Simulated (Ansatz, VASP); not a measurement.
This is a calculation of CdSe for VASP 6.6.1.

Contents of INCAR:

```
PREC = Accurate
ENCUT = 520
EDIFF = 1E-6
ISMEAR = -1
SIGMA = 0.05
LREAL = False
LASPH = True
NELM = 80
ALGO = Normal
ISIF = 2
LWAVE = False
LCHARG = False
GGA = RP
IVDW = 13
NBANDS = 26
```

The input KPOINTS:

```
Automatic mesh
0
Gamma
  7 7 4
```

POSCAR

```
CdSe
1.0
    4.3565854364      0.0000000000      0.0000000000
   -2.1782927182      3.7729136617      0.0000000000
    0.0000000000      0.0000000000      7.1123790148
Cd Se
2 2
Direct
    0.6666666667      0.3333333333      0.5000000000
    0.3333333333      0.6666666667      0.0000000000
    0.6666666667      0.3333333333      0.8850000000
    0.3333333333      0.6666666667      0.3850000000
```

Potentials or basis: VASP PAW PBE potentials, release 64 (Cd, Se).

Command:

```sh
$ cat potpaw_PBE.64/Cd/POTCAR potpaw_PBE.64/Se/POTCAR > POTCAR
$ mpirun -np 1 vasp_std > vasp.out
```

Task: Translate it to Ansatz 0.2.0. Potentials there: Ansatz PAW.

Result: As run (the cutoff follows the program's own potentials):

Contents of input.yaml:

```yaml
crystal:
  lattice:
    - [4.3565854364, 0.0, 0.0]
    - [-2.1782927182, 3.7729136617, 0.0]
    - [0.0, 0.0, 7.1123790148]
  atoms:
    - { symbol: Cd, position: [0.6666666667, 0.3333333333, 0.5] }
    - { symbol: Cd, position: [0.3333333333, 0.6666666667, 0.0] }
    - { symbol: Se, position: [0.6666666667, 0.3333333333, 0.885] }
    - { symbol: Se, position: [0.3333333333, 0.6666666667, 0.385] }
hamiltonian:
  xc: rpbe
  pseudopotentials: { kind: paw }
  dispersion: d4
kpoints:
  mp_grid: { grid: [7, 7, 4] }
scf:
  occupations: { method: fermi_dirac, width: 0.05 }
output:
  forces: true
  stress: true
  eigenvalues: true
```

Potentials or basis: Ansatz PAW.

Run with:

```sh
$ ansatz run input.yaml --threads 2 --pin off --max-ram 5120MiB --backend cpu --events-out ev --progress --plain --runs-dir out
```

Both were run:

|  | VASP | Ansatz | Ansatz less VASP |
| --- | --- | --- | --- |
| gap on the k mesh at the Fermi level (eV) | 0.79 | 0.79 | +0.003 |
| least direct gap on the mesh (eV) | 0.79 | 0.79 | +0.003 |
| pressure (GPa) | -0.6 | -0.9 | -0.27 |
| traceless stress, the component that is largest in VASP (GPa) | -1.26 | -1.21 | +0.047 |
| rms of the force components (eV/Å) | 0.146 | 0.142 | -0.0048 |

VASP's potentials were made for PBE, not for RPBE. Atom by atom the forces differ by 0.005 eV/Å (rms over components). VASP's potentials hold 36 valence electrons a cell and Ansatz's 72, so a difference there can come from the potentials and not from the codes.

Noted on Ansatz's run: odd divisions of the mesh miss points on the zone boundary, where band edges often lie, so the gap on the mesh can be too wide.
